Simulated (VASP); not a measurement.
Write the native input for VASP 6.6.1 that does the following.

```yaml
Task: single point
Functional: PBE
Potentials_or_basis: VASP PAW PBE potentials, release 64 (Hf_pv, As)
Cutoff: 520 eV
k_mesh: 6 × 6 × 10
Occupations: gaussian, width 0.1 eV
Spin: no spin polarisation
Dipole_correction: no
Further_INCAR_settings: ALGO = Normal; EDIFF = 1e-06; NBANDS = 46
```

The structure of Hf2As3 lies in POSCAR:

```
Hf2As3
1.0
    7.3754976496      0.0000000000      0.0000000000
    0.0000000000      7.3754976496      0.0000000000
    0.0000000000      0.0000000000      3.5672614786
Hf As
4 6
Direct
    0.3404163489      0.8404163489      0.0000000000
    0.1595836511      0.3404163489      0.0000000000
    0.6595836511      0.1595836511      0.0000000000
    0.8404163489      0.6595836511      0.0000000000
    0.0000000000      0.0000000000      0.0000000000
    0.5000000000      0.5000000000      0.0000000000
    0.1378695859      0.6378695859      0.5000000000
    0.3621304141      0.1378695859      0.5000000000
    0.8621304141      0.3621304141      0.5000000000
    0.6378695859      0.8621304141      0.5000000000
```

One way to write it, as run:

INCAR

```
SYSTEM = Hf2As3
  ALGO = Normal
  EDIFF = 1E-6
  ENCUT = 520
  GGA = PE
  ISIF = 2
  ISMEAR = 0
  LASPH = .True.
  LCHARG = .False.
  LREAL = .False.
  LWAVE = .False.
  NBANDS = 46
  NELM = 100
  PREC = Accurate
  SIGMA = 0.1
```

KPOINTS

```
k-points
0
Gamma
  6 6 10
  0 0 0
```

Potentials or basis: VASP PAW PBE potentials, release 64 (Hf_pv, As).

Launch:

```console
$ cat potpaw_PBE.64/Hf_pv/POTCAR potpaw_PBE.64/As/POTCAR > POTCAR
$ mpirun -np 1 vasp_std > vasp.out
```

It gave:

The pressure is -0.2 GPa. The largest force is 0.014 eV/Å. The band gap on the k mesh is zero (band 35 reaches 6.65 eV, above the bottom of band 36 at 5.12 eV).

Caveat: spin-orbit coupling is left out, which moves the levels of the heavy elements.

It took 5.2 min on 1 thread of Intel(R) Xeon(R) 6975P-C (Granite Rapids) (shared host), peak memory 0.54 GiB.
